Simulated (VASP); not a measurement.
# LiF (P6_3mc) in VASP: notebook, part 2 of 2

VASP 6.6.1.

## 3. Single point, r2SCAN

Contents of POSCAR:

```
LiF
1.0
    3.0810519408      0.0000000000      0.0000000000
   -1.5405259704      2.6682692511      0.0000000000
    0.0000000000      0.0000000000      4.7852338528
Li F
2 2
Direct
    0.3333333333      0.6666666667      0.3824388584
    0.6666666667      0.3333333333      0.8824388584
    0.3333333333      0.6666666667      0.9925591416
    0.6666666667      0.3333333333      0.4925591416
```

Contents of INCAR.step1:

```
SYSTEM = LiF
  PREC = Accurate
  ENCUT = 520
  ISMEAR = 0
  SIGMA = 0.01
  LREAL = .False.
  LASPH = .True.
  NELM = 100
  NBANDS = 18
  GGA = PE
  ALGO = Normal
  EDIFF = 1E-4
  LWAVE = .True.
  LCHARG = .False.
```

Contents of INCAR.step2:

```
SYSTEM = LiF
  PREC = Accurate
  ENCUT = 520
  EDIFF = 1E-7
  ISMEAR = 0
  SIGMA = 0.01
  LREAL = .False.
  LASPH = .True.
  NELM = 100
  ALGO = Normal
  ISIF = 2
  LWAVE = .False.
  LCHARG = .False.
  METAGGA = R2SCAN
  LMIXTAU = .True.
  NBANDS = 18
  ISTART = 1
```

Contents of KPOINTS:

```
regular mesh
0
Gamma
  3 3 3
  0 0 0
```

Potentials or basis: VASP PAW PBE potentials, release 64 (Li_sv, F).

Run with:

```sh
cat potpaw_PBE.64/Li_sv/POTCAR potpaw_PBE.64/F/POTCAR > POTCAR
cp INCAR.step1 INCAR
mpirun -np 1 vasp_std > vasp.out
cp INCAR.step2 INCAR
mpirun -np 1 vasp_std > vasp.out
```

OUTCAR:

```text
SYSTEM = LiF
   PREC = Accurate
   ENCUT = 520
   EDIFF = 1E-7
   ISMEAR = 0
   LREAL = .False.
   LASPH = .True.
   NELM = 100
   ISIF = 2
   METAGGA = R2SCAN
   ISTART = 1

 ion  position               nearest neighbor table
   1  0.333  0.667  0.382-   4 1.86   4 1.86   4 1.86   3 1.87
   2  0.667  0.333  0.882-   3 1.86   3 1.86   3 1.86   4 1.87
   3  0.333  0.667  0.993-   2 1.86   2 1.86   2 1.86   1 1.87
   4  0.667  0.333  0.493-   1 1.86   1 1.86   1 1.86   2 1.87

  LATTYP: Found a hexagonal cell.
 ALAT       =     3.0810519408
 C/A-ratio  =     1.5531169045

  Lattice vectors:

 A1 = (   3.0810519408,   0.0000000000,   0.0000000000)
 A2 = (  -1.5405259704,   2.6682692511,   0.0000000000)
 A3 = (   0.0000000000,   0.0000000000,   4.7852338528)

Analysis of symmetry for initial positions (statically):
=====================================================================
 Subroutine PRICEL returns:
 Original cell was already a primitive cell.

 Routine SETGRP: Setting up the symmetry group for a
 hexagonal supercell.

 Subroutine GETGRP returns: Found 12 space group operations
 (whereof  6 operations were pure point group operations)
 out of a pool of 24 trial point group operations.

The static configuration has the point symmetry C_3v.
 The point group associated with its full space group is C_6v.

Analysis of symmetry for dynamics (positions and initial velocities):
=====================================================================
 Subroutine PRICEL returns:
 Original cell was already a primitive cell.

 Routine SETGRP: Setting up the symmetry group for a
 hexagonal supercell.

 Subroutine GETGRP returns: Found 12 space group operations
 (whereof  6 operations were pure point group operations)
 out of a pool of 24 trial point group operations.

The dynamic configuration has the point symmetry C_3v.
 The point group associated with its full space group is C_6v.

 Subroutine INISYM returns: Found 12 space group operations
 (whereof  6 operations are pure point group operations),
 and found     1 'primitive' translations
[... 102 lines left out ...]
  Fermi-wavevector in a.u.,A,eV,Ry     =   1.306595  2.469106 23.227725  1.707190
  Thomas-Fermi vector in A             =   2.437386
   LORBIT       =      0    0 simple, 1 ext, 2 COOP (PROOUT), +10 PAW based schemes
   METAGGA = R2SCAN    functional components
   LHFCALC =     F    Hartree Fock is set to
   AEXX    =    0.0000 exact exchange contribution
   IVDW    =     0    specifies the selected vdW correction
   LEPSILON=     F    determine dielectric tensor
   LRPA    =     F    only Hartree local field effects (RPA)
 non-spin polarized calculation
 Gauss-broadening in eV      SIGMA  =   0.01
  energy-cutoff  :      520.00
  volume of cell :       39.34
 maximum number of plane-waves:      1085
 NGX is ok and might be reduce to    24
   NGX = 11   NGY = 11   NGZ = 17

 number of electron      20.0000014 magnetization

 Free energy of the ion-electron system (eV)
  ---------------------------------------------------
  ext. energy  EPLUGINS =         0.00000000
  ---------------------------------------------------
  free energy    TOTEN  =       -23.65568163 eV

  energy without entropy =      -23.65568163  energy(sigma->0) =      -23.65568163

 E-fermi :  -2.9471     XC(G=0):  -9.4019

 val. band max:       -3.0234735346   @ k =   0.0000   0.0000   0.0000
 cond. band min:       5.6516143494   @ k =   0.0000   0.0000   0.0000
 fundamental gap:      8.6750878840
 Fermi energy:        -2.9471272096

 k-point     1 :       0.0000    0.0000    0.0000
  band No.  band energies     occupation
      1     -44.5918      2.00000
      2     -44.5480      2.00000
      3     -23.6208      2.00000
      4     -23.3885      2.00000
      5      -5.2162      2.00000
      6      -3.5406      2.00000
[... 103 lines left out ...]
      5      -4.8766      2.00000
      6      -4.3433      2.00000
[... 10 lines left out ...]
     17      18.1965      0.00000
     18      19.9314      0.00000

------------------------ aborting loop because EDIFF is reached ----------------------------------------

  FORCE on cell =-STRESS in cart. coord.  units (eV):
  Direction    XX          YY          ZZ          XY          YZ          ZX
  --------------------------------------------------------------------------------------
  -------------------------------------------------------------------------------------
  Total       -0.0669104     -0.0669104     -0.0733215      0.0000000     -0.0000000      0.0000000
  in kB       -2.7250377     -2.7250377     -2.9861414      0.0000000     -0.0000000      0.0000000
  external PRESSURE =      -2.8120723 kB  Pullay stress =       0.0000000 kB

 VOLUME and BASIS-vectors are now :
 -----------------------------------------------------------------------------
  energy-cutoff  :      520.00
  volume of cell :       39.34
      direct lattice vectors                 reciprocal lattice vectors
     3.081051941  0.000000000  0.000000000     0.324564473  0.187387386  0.000000000
    -1.540525970  2.668269251  0.000000000     0.000000000  0.374774772  0.000000000
     0.000000000  0.000000000  4.785233853     0.000000000  0.000000000  0.208976203

 POSITION                                       TOTAL-FORCE (eV/Angst)
 -----------------------------------------------------------------------------------
     -0.00000      1.77885      1.83006        -0.000000     -0.000000      0.008389
      1.54053      0.88942      4.22268         0.000000      0.000000      0.008389
     -0.00000      1.77885      4.74963        -0.000000     -0.000000     -0.008389
      1.54053      0.88942      2.35701         0.000000      0.000000     -0.008389
 -----------------------------------------------------------------------------------
    total drift:                                0.000001      0.000001      0.056198

  FREE ENERGIE OF THE ION-ELECTRON SYSTEM (eV)
  ---------------------------------------------------
  free  energy   TOTEN  =       -23.6556816322 eV

  energy  without entropy=      -23.6556816322  energy(sigma->0) =      -23.65568163
```

OUTCAR.step1:

```text
SYSTEM = LiF
   PREC = Accurate
   ENCUT = 520
   ISMEAR = 0
   LREAL = .False.
   LASPH = .True.
   NELM = 100
[... 336 lines left out ...]
      1.54053      0.88942      4.22268        -0.000000      0.000000      0.008679
     -0.00000      1.77885      4.74963        -0.000000      0.000000     -0.008679
      1.54053      0.88942      2.35701         0.000000      0.000000     -0.008679
 -----------------------------------------------------------------------------------
    total drift:                                0.000001      0.000001     -0.005845

  FREE ENERGIE OF THE ION-ELECTRON SYSTEM (eV)
  ---------------------------------------------------
  free  energy   TOTEN  =       -19.2744108879 eV

  energy  without entropy=      -19.2744108879  energy(sigma->0) =      -19.27441089
```

Wall time 26 s (1 thread of Intel Xeon Platinum 8375C at 2.90GHz (Ice Lake), shared host); peak memory 0.15 GiB.

What came out:

```yaml
Free_energy: -23.6557 eV
Largest_force: 0.008 eV/Å
Band_gap_on_the_k_mesh: 8.68 eV
```

Forces in eV/Å, atoms in the order of the input:
```
Li   0.000  0.000  0.008
Li   0.000  0.000  0.008
F    0.000  0.000 -0.008
F    0.000  0.000 -0.008
```

Levels at points of the mesh, in eV from the valence-band top:
```tsv
k point	band 8	band 9	band 10	band 11	band 12	band 13
(0.00, 0.00, 0.00)	-0.19	-0.19	0.00	8.68	13.10	16.53
```

Caveat: the k points lie up to 0.78 Å⁻¹ apart; the cutoff is under 1.25 times the usual one of these potentials, so pressure, stress and relaxed cells hold a basis-set (Pulay) error; the PAW data sets were made with another functional, which shifts forces and pressure a little.
